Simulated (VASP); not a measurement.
The system is SiC (Moissanite).

```
Si C
1.0
     3.01321    0.00000    0.00000
    -1.50660    2.60951    0.00000
     0.00000    0.00000    4.94495
Si C
2 2
Direct
  0.66667 0.33333 0.50000
  0.33333 0.66667 0.00000
  0.66667 0.33333 0.88500
  0.33333 0.66667 0.38500
```

Base run:

* Program: VASP 6.6.1
* Functional: revPBE
* Dispersion: D4
* Potentials or basis: VASP PAW PBE potentials, release 64 (Si, C)
* Cutoff: 520 eV
* k mesh: 10 × 10 × 5
* Occupations: fermi-dirac, width 0.05 eV
* Spin: no spin polarisation

Its results: band gap on the k mesh 2.40 eV, indirect (least direct gap 4.22 eV); pressure 11.6 GPa; largest force 0.853 eV/Å.

Problem. The run is repeated on the same cell with these changes: functional from revPBE to PBEsol. What comes out?

Solution. Band gap on the k mesh 2.22 eV, indirect (least direct gap 4.08 eV); pressure 13.5 GPa; largest force 0.850 eV/Å.

Caveats: the PAW data sets were made with another functional, which shifts forces and pressure a little.

A k mesh can miss the band edges.
